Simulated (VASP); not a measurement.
The system is CaO.

```
CELL_PARAMETERS angstrom
-0.03896 2.39551 2.39551
2.39551 -0.03896 2.39551
2.39551 2.39551 -0.03896
ATOMIC_POSITIONS crystal
Ca 0.00000 0.00000 0.00000
O 0.50000 0.50000 0.50000
```

This cell differs from its parent crystal: epitaxial 111 strain +1.5%.

Base run:

- Program: VASP 6.6.1
- Functional: r2SCAN
- Potentials or basis: VASP PAW PBE potentials, release 64 (Ca_sv, O)
- Cutoff: 520 eV
- k mesh: 10 × 10 × 10
- Occupations: gaussian, width 0.01 eV
- Spin: no spin polarisation

Its results: band gap on the k mesh 4.13 eV (least direct gap 4.53 eV); pressure -1.5 GPa.

Question: The run is repeated on the same cell with these changes: functional from r2SCAN to PBE; occupations from gaussian, width 0.01 eV to fermi-dirac, width 0.02 eV. What comes out?

Answer: Band gap on the k mesh 3.58 eV (least direct gap 3.97 eV); pressure 0.6 GPa.

Caveats: the PAW data sets were made with another functional, which shifts forces and pressure a little (at least some runs).

A k mesh can miss the band edges.
